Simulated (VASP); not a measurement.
TaSi2, 6 atoms in the cell. The typed cell holds 6 atoms: a = 2.953 Å, b = 5.217 Å, c = 6.303 Å, α = 89.30°, β = 88.25°, γ = 90.10°. 

```yaml
Program: VASP 6.6.1
Task: relaxation of cell and atoms
Functional: PBE
Potentials_or_basis: VASP PAW PBE potentials, release 64 (Ta_pv, Si)
Cutoff: 600 eV
k_mesh: 8 × 4 × 4
Occupations: gaussian, width 0.2 eV
Spin: no spin polarisation
Dipole_correction: no
Further_INCAR_settings: ALGO = Normal; EDIFF = 1e-06; IBRION = 2; EDIFFG = -0.025; NSW = 80; ISIF = 3
```

Potentials or basis: VASP PAW PBE potentials, release 64 (Ta_pv, Si).

Run with:

```sh
$ cat potpaw_PBE.64/Ta_pv/POTCAR potpaw_PBE.64/Si/POTCAR > POTCAR
$ mpirun -np 1 vasp_std > vasp.out
```

Hardware: 1 thread of Intel(R) Xeon(R) 6975P-C (Granite Rapids), on a shared host.

Question: How long does it take, and how much memory?

Answer: Wall time 11 min on 1 thread of Intel(R) Xeon(R) 6975P-C (Granite Rapids), with other jobs on the host, peak memory 0.34 GiB. Counts: scf iterations 150, k points 68, ion steps 21.
